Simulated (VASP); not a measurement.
A run of VASP 6.6.1:

Contents of POSCAR:

```
Li2Pd
1.0
    4.2220000000      0.0000000000      0.0000000000
   -2.1110000000      3.6563592548      0.0000000000
    0.0000000000      0.0000000000      2.7240000000
Li Pd
2 1
Direct
    0.3333330000      0.6666670000      0.5000000000
    0.6666670000      0.3333330000      0.5000000000
    0.0000000000      0.0000000000      0.0000000000
```

File INCAR.step1:

```
ALGO     = Normal         # electronic algorithm
EDIFF    = 1E-5           # SCF threshold, eV
EDIFFG   = -0.005         # ionic threshold
ENCUT    = 830            # plane-wave cutoff, eV
GGA      = PE             # functional
GGA_COMPAT= F            
IBRION   = 2              # ionic algorithm
ISIF     = 3              # what is computed and relaxed
ISMEAR   = -1             # smearing method
LASPH    = T              # aspherical terms in the spheres
LCHARG   = F              # write CHGCAR
LREAL    = F              # projectors in reciprocal space
LWAVE    = T              # write WAVECAR
NELM     = 120            # most SCF steps
NELMIN   = 4            
NSW      = 100            # ionic steps
PREC     = Accurate       # precision mode
SIGMA    = 0.15           # smearing width, eV
```

File INCAR.step2:

```
ALGO     = Normal         # electronic algorithm
EDIFF    = 1E-7           # SCF threshold, eV
EDIFFG   = -0.01          # ionic threshold
ENCUT    = 830            # plane-wave cutoff, eV
GGA_COMPAT= F            
IBRION   = 2              # ionic algorithm
ISIF     = 3              # what is computed and relaxed
ISMEAR   = -1             # smearing method
ISTART   = 1            
LASPH    = T              # aspherical terms in the spheres
LCHARG   = F              # write CHGCAR
LMIXTAU  = T            
LREAL    = F              # projectors in reciprocal space
LWAVE    = F              # write WAVECAR
METAGGA  = R2SCAN         # meta-GGA
NELM     = 120            # most SCF steps
NELMIN   = 4            
NSW      = 80             # ionic steps
PREC     = Accurate       # precision mode
PSTRESS  = 100.0        
SIGMA    = 0.15           # smearing width, eV
```

The input KPOINTS:

```
k-points
0
Gamma
  7 7 9
```

Potentials or basis: VASP PAW PBE potentials, release 64 (Li_sv, Pd).

The run is started by

```sh
$ cat potpaw_PBE.64/Li_sv/POTCAR potpaw_PBE.64/Pd/POTCAR > POTCAR
$ cp INCAR.step1 INCAR
$ mpirun -np 1 vasp_std > vasp.out
$ cp INCAR.step2 INCAR
$ mpirun -np 1 vasp_std > vasp.out
```

Hardware: 1 thread of Intel(R) Xeon(R) 6975P-C (Granite Rapids) (shared host).

**Question.** How long does it take, and how much memory?

**Answer.** Wall time 7.3 min on 1 thread of Intel(R) Xeon(R) 6975P-C (Granite Rapids) (shared host), peak memory 0.24 GiB. Counts: k points 40, ion steps 6.
